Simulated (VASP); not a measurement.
Input of a VASP 6.6.1 run:

The input POSCAR:

```
W
1.0
   -1.5637341028      1.5637341028      1.5637341028
    1.5637341028     -1.5637341028      1.5637341028
    1.5637341028      1.5637341028     -1.5637341028
W
1
Direct
    0.0000000000      0.0000000000      0.0000000000
```

INCAR.step1

```
SYSTEM = W
  PREC = Accurate
  ENCUT = 520
  ISMEAR = -1
  SIGMA = 0.03
  LREAL = .FALSE.
  LASPH = .TRUE.
  NELM = 100
  NBANDS = 13
  GGA = PE
  ALGO = Normal
  EDIFF = 1E-4
  LWAVE = .TRUE.
  LCHARG = .FALSE.
```

The input INCAR.step2:

```
SYSTEM = W
  PREC = Accurate
  ENCUT = 520
  EDIFF = 1E-8
  ISMEAR = -1
  SIGMA = 0.03
  LREAL = .FALSE.
  LASPH = .TRUE.
  NELM = 100
  ALGO = Normal
  ISIF = 2
  LWAVE = .FALSE.
  LCHARG = .FALSE.
  METAGGA = R2SCAN
  LMIXTAU = .TRUE.
  LEFG = .TRUE.
  NBANDS = 13
  ISTART = 1
```

The input KPOINTS:

```
Automatic mesh
0
G
  16 16 16
  0 0 0
```

Potentials or basis: VASP PAW PBE potentials, release 64 (W_sv).

The run is started by

```sh
$ cat potpaw_PBE.64/W_sv/POTCAR > POTCAR
$ cp INCAR.step1 INCAR
$ mpirun -np 1 vasp_std > vasp.out
$ cp INCAR.step2 INCAR
$ mpirun -np 1 vasp_std > vasp.out
```

(1) What does it give for the pressure?

(2) Predict the band gap on the k mesh.

Answers

(1) 14.7 GPa.

(2) zero (band 7 reaches 17.43 eV, above the bottom of band 8 at 10.47 eV).

Caveat: without QUAD_EFG the Cq values of the log hold for a quadrupole moment of 1 mb, not for the nuclei; the PAW data sets were made with another functional, which shifts forces and pressure a little; spin-orbit coupling is left out, which moves the levels of the heavy elements.
